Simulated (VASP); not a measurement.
Write the native input for VASP 6.6.1 that does the following.

```yaml
Task: single point
Functional: PBE
Potentials_or_basis: VASP PAW PBE potentials, release 64 (Pb_d, Se)
Cutoff: 520 eV
k_mesh: 8 × 8 × 8
Occupations: fermi-dirac, width 0.02 eV
Spin: no spin polarisation
Dipole_correction: no
Further_INCAR_settings: ALGO = Normal; EDIFF = 1e-07; NBANDS = 17
```

The structure of PbSe lies in POSCAR:

```
PbSe
1.0
    0.0817476521      3.1704498723      3.1704498723
    3.1704498723      0.0817476521      3.1704498723
    3.1704498723      3.1704498723      0.0817476521
Pb Se
1 1
Direct
    0.0000000000      0.0000000000      0.0000000000
    0.5000000000      0.5000000000      0.5000000000
```

This cell differs from its parent crystal: strain along [111] +4.0%.

These files were run (other wordings do the same):

INCAR

```
SYSTEM = PbSe
ALGO     = Normal         ! electronic algorithm
EDIFF    = 1E-7           ! SCF threshold, eV
ENCUT    = 520            ! plane-wave cutoff, eV
GGA      = PE             ! functional
ISIF     = 2              ! what is computed and relaxed
ISMEAR   = -1             ! smearing method
LASPH    = .True.         ! aspherical terms in the spheres
LCHARG   = .True.         ! write CHGCAR
LELF     = .True.         ! ELF
LREAL    = .False.        ! projectors in reciprocal space
LVHAR    = .True.       
LWAVE    = .False.        ! write WAVECAR
NBANDS   = 17             ! bands
NELM     = 60             ! most SCF steps
PREC     = Accurate       ! precision mode
SIGMA    = 0.02           ! smearing width, eV
```

KPOINTS

```
k-points
0
Gamma
  8 8 8
  0 0 0
```

Potentials or basis: VASP PAW PBE potentials, release 64 (Pb_d, Se).

Launch:

```sh
$ cat potpaw_PBE.64/Pb_d/POTCAR potpaw_PBE.64/Se/POTCAR > POTCAR
$ mpirun -np 1 vasp_std > vasp.out
```

It gave:

The pressure is -0.9 GPa and the band gap on the k mesh is 0.27 eV (least direct gap 0.46 eV).

Caveat: the cell differs from its parent crystal (strain along [111] +4.0%); spin-orbit coupling is left out, which moves the levels of the heavy elements.

It took 110 s on 1 thread of Intel Xeon 8259CL, on a shared host, peak memory 0.24 GiB.
